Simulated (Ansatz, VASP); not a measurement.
# Two plane-wave programs on CaO

INCAR

```
PREC     = Accurate       # precision mode
ENCUT    = 520            # plane-wave cutoff, eV
EDIFF    = 1E-7           # SCF threshold, eV
ISMEAR   = -1             # smearing method
SIGMA    = 0.02           # smearing width, eV
LREAL    = False          # projectors in reciprocal space
LASPH    = True           # aspherical terms in the spheres
NELM     = 60             # most SCF steps
ALGO     = Normal         # electronic algorithm
ISIF     = 2              # what is computed and relaxed
LWAVE    = False          # write WAVECAR
LCHARG   = False          # write CHGCAR
GGA      = PE             # functional
NBANDS   = 15             # bands
```

File KPOINTS:

```
Automatic mesh
0
Gamma
  8 8 8
```

The input POSCAR:

```
CaO
1.0
   -0.0374066005      2.6067317416      2.6067317416
    2.6067317416     -0.0374066005      2.6067317416
    2.5693251411      2.5693251411      0.0000000000
Ca O
1 1
Direct
   -0.0025397295     -0.0025397295      0.0025397295
    0.2525397295      0.2525397295      0.2474602705
```

Input for Ansatz:

```yaml
crystal:
  lattice:
    - [-0.0374066005, 2.6067317416, 2.6067317416]
    - [2.6067317416, -0.0374066005, 2.6067317416]
    - [2.5693251411, 2.5693251411, 0.0]
  atoms:
    - { symbol: Ca, position: [-0.0025397295, -0.0025397295, 0.0025397295] }
    - { symbol: O, position: [0.2525397295, 0.2525397295, 0.2474602705] }
kpoints:
  mp_grid: { grid: [8, 8, 8] }
  band_path:
    path:
      - [0.0, 0.0, 0.0]
      - [-0.5, -0.5, 0.0]
      - [-0.375, -0.375, 0.25]
      - [-0.375, 0.0, 0.375]
      - [0.0, 0.0, 0.5]
      - [-0.5, -0.25, 0.25]
    npoints: 1
hamiltonian:
  xc: pbe
scf:
  occupations: { method: fermi_dirac, width: 0.02 }
  n_extra_bands: 4
output:
  forces: true
  stress: true
  eigenvalues: true
```

Change from the starting cell: shear_xy strain -2.9%.

Alike in both runs: task single point; functional PBE; k mesh 8 × 8 × 8; occupations fermi-dirac, width 0.02 eV; no spin polarisation.

```csv
,VASP,Ansatz
version,VASP 6.6.1,Ansatz 0.2.0
potentials or method,"VASP PAW PBE potentials, release 64 (Ca_sv, O)","plane waves, PAW"
plane-wave cutoff (eV),520,420
valence electrons in the cell,16,16
```

```csv
,VASP,Ansatz,Ansatz less VASP
gap on the k mesh at the Fermi level (eV),3.29,3.30,+0.007
pressure (GPa),1.8,1.3,-0.48
"traceless stress, the component that is largest in VASP (GPa)",1.06,1.06,-0.004
```
